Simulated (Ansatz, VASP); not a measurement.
## One calculation of Zr, two programs

```xyz
2
Lattice="2.4992 0.0000 0.0000 -1.2496 2.1644 0.0000 0.0000 0.0000 4.4961" Properties=species:S:1:pos:R:3 pbc="T T T"
Zr    0.0000    1.4429    1.1240
Zr    1.2496    0.7215    3.3721
```

Change from the starting cell: volume scaled by 0.52, LAPW.

Alike in both runs: task single point; functional PBE; k mesh 15 × 15 × 8; occupations fermi-dirac, width 0.05 eV; no spin polarisation.

|  | VASP | Ansatz |
| --- | --- | --- |
| version | VASP 6.6.1 | Ansatz 0.2.0 |
| potentials or method | VASP PAW PBE potentials, release 64 (Zr_sv), cutoff 520 eV | all-electron LAPW, scalar-relativistic |

|  | VASP | Ansatz | Ansatz less VASP |
| --- | --- | --- | --- |
| pressure (GPa) | 171.8 | 170.5 | -1.29 |
| traceless stress, the component that is largest in VASP (GPa) | -0.28 | 0.38 | +0.660 |

Both programs put the cell under a high pressure, so it lies far from rest at this level. Ansatz ran all-electron here, and VASP with PAW potentials.

Noted on VASP's run: the cell as given lies far from equilibrium.
